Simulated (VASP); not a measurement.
Runs of VASP 6.6.1 on AlGaN2. The structure is that of space group P-4m2 (No. 115), or close to it. The cells are those of the table. 

| cell | gap on the mesh (eV) | pressure (GPa) | largest force (eV/Å) |
| --- | --- | --- | --- |
| a = 3.037, b = 3.037, c = 4.384 Å, 4 atoms | 3.17 | 12.7 | 0.01 |
| a = 3.271, b = 3.271, c = 4.494 Å, 4 atoms | 2.20 | -19.1 | 0.05 |
| a = 3.193, b = 3.193, c = 4.275 Å, 4 atoms | 2.94 | -4.2 | 0.11 |
| a = 3.037, b = 3.037, c = 4.275 Å, 4 atoms | (c) | (a) | (b) |
| a = 2.960, b = 2.960, c = 4.494 Å, 4 atoms | 2.99 | 19.7 | 0.08 |

Alike in all rows: task single point; level LDA; potentials or basis VASP PAW LDA potentials, release 64 (Al, Ga_d, N); no spin polarisation; k mesh 8 × 8 × 6; cutoff (eV) 520; smearing gaussian 0.05 eV.

Problem. Estimate the missing entries.

Solution. (a) 19.5; (b) 0.07; (c) 3.26.

A k mesh can miss the band edges, and the runs leave out spin-orbit coupling on Ga.
